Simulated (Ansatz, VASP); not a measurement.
HfO2 in VASP and in Ansatz

Contents of POSCAR:

```
HfO2
1.0
    4.8382036358      0.0000000000      0.0000000000
    0.0000000000      4.8382036358      0.0000000000
    0.0000000000      0.0000000000      3.2203479147
Hf O
2 4
Direct
    0.0000000000      0.0000000000      0.0000000000
    0.5000000000      0.5000000000      0.5000000000
    0.1949191830      0.8050808170      0.5000000000
    0.3050808170      0.3050808170      0.0000000000
    0.6949191830      0.6949191830      0.0000000000
    0.8050808170      0.1949191830      0.5000000000
```

The input INCAR.step1:

```
SYSTEM = HfO2
PREC = Accurate
ENCUT = 520
ISMEAR = 0
SIGMA = 0.02
LREAL = .FALSE.
LASPH = .TRUE.
NELM = 80
NBANDS = 31
GGA = PE
ALGO = Normal
EDIFF = 1E-4
LWAVE = .TRUE.
LCHARG = .FALSE.
```

Contents of INCAR.step2:

```
SYSTEM = HfO2
PREC = Accurate
ENCUT = 520
EDIFF = 1E-7
ISMEAR = 0
SIGMA = 0.02
LREAL = .FALSE.
LASPH = .TRUE.
NELM = 80
ALGO = Normal
ISIF = 2
LWAVE = .FALSE.
LCHARG = .TRUE.
METAGGA = R2SCAN
LMIXTAU = .TRUE.
LELF = .TRUE.
LVHAR = .TRUE.
NBANDS = 31
ISTART = 1
```

File KPOINTS:

```
Automatic mesh
0
G
  6 6 8
  0 0 0
```

Input for Ansatz:

```yaml
crystal:
  lattice:
    - [4.838203634, 0.0, 0.0]
    - [0.0, 4.838203634, 0.0]
    - [0.0, 0.0, 3.2203479163]
  atoms:
    - { symbol: Hf, position: [0.0, 0.0, 0.0] }
    - { symbol: Hf, position: [0.5, 0.5, 0.5] }
    - { symbol: O, position: [0.1949191829, 0.8050808171, 0.5] }
    - { symbol: O, position: [0.3050808171, 0.3050808171, 0.0] }
    - { symbol: O, position: [0.6949191829, 0.6949191829, 0.0] }
    - { symbol: O, position: [0.8050808171, 0.1949191829, 0.5] }
basis:
  ecutwfc: 500
kpoints:
  mp_grid: { grid: [6, 6, 8] }
hamiltonian:
  xc: r2scan
scf:
  occupations: { method: gaussian, width: 0.02 }
output:
  forces: true
  stress: true
  eigenvalues: true
```

Alike in both runs: task single point; functional r2SCAN; k mesh 6 × 6 × 8; occupations gaussian, width 0.02 eV; no spin polarisation.

```csv
,VASP,Ansatz
version,VASP 6.6.1,Ansatz 0.2.0
potentials or method,"VASP PAW PBE potentials, release 64 (Hf_pv, O), cutoff 520 eV","scalar-relativistic, plane waves, PAW"
valence electrons in the cell,44,76
```

```csv
,VASP,Ansatz,Ansatz less VASP
gap on the k mesh at the Fermi level (eV),4.47,4.53,+0.062
least direct gap on the mesh (eV),4.47,4.53,+0.062
pressure (GPa),-3.2,0.0,+3.17
"traceless stress, the component that is largest in VASP (GPa)",-0.56,0.00,+0.560
rms of the force components (eV/Å),0.024,0.000,-0.0244
```

VASP's potentials were made for PBE, not for r2SCAN. Atom by atom the forces differ by 0.024 eV/Å (rms over components). The functional is the same, so the differences come from potentials, cutoffs and numerics. VASP's potentials hold 44 valence electrons a cell and Ansatz's 76, so a difference there can come from the potentials and not from the codes.

Neither program's run includes spin-orbit coupling.
